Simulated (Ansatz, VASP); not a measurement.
**LiAl4O in VASP and in Ansatz**

```
CELL_PARAMETERS angstrom
7.49280 0.00000 0.00000
0.00000 7.49280 0.00000
0.00000 0.00000 3.16290
ATOMIC_POSITIONS crystal
Li 0.50000 0.50000 0.00000
Al 0.18185 0.50000 0.00000
Al 0.81815 0.50000 0.00000
Al 0.50000 0.18185 0.00000
Al 0.50000 0.81815 0.00000
O 0.50000 0.50000 0.50000
```

Alike in both runs: task relaxation of cell and atoms; functional PBE; k mesh 6 × 6 × 12; occupations gaussian, width 0.1 eV; no spin polarisation.

```csv
,VASP,Ansatz
version,VASP 6.6.1,Ansatz 0.2.0
potentials or method,"VASP PAW PBE potentials, release 64 (Li_sv, Al, O), cutoff 600 eV","scalar-relativistic, plane waves, PAW"
valence electrons in the cell,21,21
```

```csv
,VASP,Ansatz,Ansatz less VASP
"gap on the k mesh at the Fermi level, each at its own relaxed structure (eV)",none,none,-
relaxed volume (Å³/atom),29.48,29.52,+0.034
relaxed length of the cell vector where the two differ most in proportion (Å),3.189,3.174,-0.0147
```

A gap of «none» marks a metal or a gap that the smearing closes. Ansatz's warnings: xc potential rough in thin density.

Noted on VASP's run: the cutoff is under 1.25 times that of the potentials, so the pressure is a little rough.
